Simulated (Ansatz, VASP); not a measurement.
## InSb in VASP and in Ansatz

```
In Sb
1.0
     0.00000    3.09198    3.28523
     3.09198    0.00000    3.28523
     3.09198    3.09198    0.00000
In Sb
1 1
Direct
  0.00000 0.00000 0.00000
  0.50000 0.50000 0.50000
```

Alike in both runs: task single point; functional PBE; k mesh 14 × 14 × 14; occupations gaussian, width 0.15 eV; no spin polarisation.

```csv
,VASP,Ansatz
version,VASP 6.6.1,Ansatz 0.2.0
potentials or method,"VASP PAW PBE potentials, release 64 (In_d, Sb), cutoff 520 eV","scalar-relativistic, plane waves, PAW"
valence electrons in the cell,18,28
```

```csv
,VASP,Ansatz,Ansatz less VASP
gap on the k mesh at the Fermi level (eV),none,none,-
pressure (GPa),-2.8,-2.7,+0.04
"traceless stress, the component that is largest in VASP (GPa)",-1.73,-1.74,-0.003
```

A gap of «none» marks a metal or a gap that the smearing closes. With one functional, cell and mesh, what is left measures potentials, basis and numerics. VASP's potentials hold 18 valence electrons a cell and Ansatz's 28, so a difference there can come from the potentials and not from the codes.

Spin-orbit coupling is off throughout.
